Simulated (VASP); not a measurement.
Set up this calculation in VASP 6.6.1, as the native input.

```yaml
Task: relaxation of the atoms
Functional: PBE
Potentials_or_basis: VASP PAW PBE potentials, release 64 (Si, Ti_sv)
Cutoff: 520 eV
k_mesh: 2 × 2 × 2
Occupations: gaussian, width 0.02 eV
Spin: no spin polarisation
Dipole_correction: no
Further_INCAR_settings: LREAL = Auto; ALGO = Normal; EDIFF = 1e-06; IBRION = 2; EDIFFG = -0.03; NSW = 80
```

The structure of TiSi16 (a cell with a defect) lies in POSCAR:

```
TiSi16
1.0
    0.0000000000      5.4300000000      5.4300000000
    5.4300000000      0.0000000000      5.4300000000
    5.4300000000      5.4300000000      0.0000000000
Si Ti
16 1
Direct
    0.0000000000      0.0000000000      0.0000000000
    0.1250000000      0.1250000000      0.1250000000
    0.0000000000      0.0000000000      0.5000000000
    0.1250000000      0.1250000000      0.6250000000
    0.0000000000      0.5000000000      0.0000000000
    0.1250000000      0.6250000000      0.1250000000
    0.0000000000      0.5000000000      0.5000000000
    0.1250000000      0.6250000000      0.6250000000
    0.5000000000      0.0000000000      0.0000000000
    0.6250000000      0.1250000000      0.1250000000
    0.5000000000      0.0000000000      0.5000000000
    0.6250000000      0.1250000000      0.6250000000
    0.5000000000      0.5000000000      0.0000000000
    0.6250000000      0.6250000000      0.1250000000
    0.5000000000      0.5000000000      0.5000000000
    0.6250000000      0.6250000000      0.6250000000
    0.8751099000      0.8800401000      0.3810809000
```

One way to write it, as run:

INCAR

```
SYSTEM = TiSi16
ALGO = Normal
EDIFF = 1E-6
EDIFFG = -0.03
ENCUT = 520
GGA = PE
IBRION = 2
ISIF = 2
ISMEAR = 0
LASPH = .TRUE.
LCHARG = .FALSE.
LREAL = Auto
LWAVE = .FALSE.
NELM = 100
NSW = 80
PREC = Accurate
SIGMA = 0.02
```

KPOINTS

```
k-points
0
G
  2 2 2
  0 0 0
```

Potentials or basis: VASP PAW PBE potentials, release 64 (Si, Ti_sv).

Command:

```console
$ cat potpaw_PBE.64/Si/POTCAR potpaw_PBE.64/Ti_sv/POTCAR > POTCAR
$ mpirun -np 1 vasp_std > vasp.out
```

It gave:

```yaml
Energy_gained_by_relaxing: 25.6 meV/atom
Ionic_steps: 8
Pressure_after_relaxing: 4.0 GPa
Largest_force_after_relaxing: 0.020 eV/Å
Band_gap_on_the_k_mesh: zero (bands 38 and 39 overlap by 0.42 eV)
```

Caveat: the k points lie up to 0.50 Å⁻¹ apart.

Wall time 30 min on 1 thread of Oxide Virtual Turin-like Processor (shared host), peak memory 0.53 GiB.
